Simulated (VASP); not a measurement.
Set up this calculation in VASP 6.6.1, as the native input.

```yaml
Task: single point
Functional: PBE
Dispersion: D3(BJ)
Potentials_or_basis: VASP PAW PBE potentials, release 64 (C, H, Si)
Cutoff: 520 eV
k_mesh: 1 × 1 × 1
Occupations: fermi-dirac, width 0.02 eV
Spin: no spin polarisation
Dipole_correction: no
Further_INCAR_settings: LREAL = Auto; ALGO = Normal; EDIFF = 1e-06; NBANDS = 58
```

The structure of Si5H32C3 lies in POSCAR:

```
Si5H32C3
1.0
    8.6189150000      0.0000000000      0.0000000000
    0.0000000000      8.6189150000      0.0000000000
    0.0000000000      0.0000000000      8.6189150000
C H Si
3 32 5
Direct
    0.3855125616     -0.0564804271     -0.0800564804
    0.8597137807      0.7469617695      0.6823248634
    0.7319714836      0.2768793984     -0.0663656620
    0.4501958773     -0.1587438790     -0.0649965802
    0.2709969874     -0.0808802500     -0.0274048416
    0.3714968763     -0.0241213656     -0.2008489468
    0.4389995725      0.0500294991     -0.0246318707
    0.9350248842      0.7681361285      0.7804926722
    0.8004951899      0.6390247496      0.7015616235
    0.9201738270      0.7364268008      0.5714408368
    0.7721737597      0.8338404544      0.6753634303
    0.7751207664      0.1655428787     -0.0408056002
    0.6736462768      0.3349841598      0.0286462971
    0.6425518757      0.2675974876     -0.1591267578
    0.8291414871      0.3551607134     -0.1042706652
    0.4671005573      0.2593249846      0.5699905383
    0.6669633011      0.1028087642      0.6410319628
    0.5794000753      0.0808454428      0.3861042834
    0.7197773734      0.3137169818      0.4671701717
    0.9554798951      0.8008432616      0.0877024544
    0.8201264312      0.7373897991      0.3203767528
    0.6918156172      0.6910382571      0.0679435869
    0.9049398909      0.5245439826      0.1501117020
    0.4075919069      0.6970598968      0.1859398776
    0.4794222939      0.7839385816      0.4526671861
    0.2990283580      0.5452078365      0.3917314418
    0.5620080950      0.5277462418      0.3515639730
    0.2389511905      0.1834917736      0.3182303109
    0.0652170256      0.1135061664      0.0995600954
    0.1081342605     -0.0676535272      0.3052472382
   -0.0466996136      0.1451226750      0.3334874517
    0.2302726039      0.5354734326      0.7671035159
    0.1226952580      0.3944347983      0.9951020517
    0.2874607767      0.2688737504      0.8237463764
    0.3868932458      0.4858384147      0.9806106685
    0.6137895547      0.1867636472      0.5172460803
    0.8408366946      0.6842044503      0.1510514955
    0.4421090126      0.6495829231      0.3488838212
    0.1025767164      0.0972860273      0.2671449945
    0.2535469952      0.4250070920      0.8954491372
```

These files were run (other wordings do the same):

INCAR

```
SYSTEM = Si5H32C3
PREC     = Accurate       ! precision mode
ENCUT    = 520            ! plane-wave cutoff, eV
EDIFF    = 1E-6           ! SCF threshold, eV
ISMEAR   = -1             ! smearing method
SIGMA    = 0.02           ! smearing width, eV
LREAL    = Auto         
LASPH    = .TRUE.         ! aspherical terms in the spheres
NELM     = 120            ! most SCF steps
ALGO     = Normal         ! electronic algorithm
ISIF     = 2              ! what is computed and relaxed
LWAVE    = .FALSE.        ! write WAVECAR
LCHARG   = .TRUE.         ! write CHGCAR
GGA      = PE             ! functional
IVDW     = 12             ! dispersion correction
LELF     = .TRUE.         ! ELF
LVHAR    = .TRUE.       
NBANDS   = 58             ! bands
GGA_COMPAT= .FALSE.
```

KPOINTS

```
regular mesh
0
G
  1 1 1
  0 0 0
```

Potentials or basis: VASP PAW PBE potentials, release 64 (C, H, Si).

Command:

```sh
$ cat potpaw_PBE.64/C/POTCAR potpaw_PBE.64/H/POTCAR potpaw_PBE.64/Si/POTCAR > POTCAR
$ mpirun -np 1 vasp_gam > vasp.out
```

It gave:

```yaml
Pressure: 0.7 GPa
Largest_force: 2.709 eV/Å
Band_gap_on_the_k_mesh: 6.29 eV
Dispersion_energy_per_atom: -0.034 eV
```

Caveat: the k points lie up to 0.73 Å⁻¹ apart.

It took 47 s on 1 thread of Intel(R) Xeon(R) 6975P-C (Granite Rapids) (shared host), peak memory 0.51 GiB.
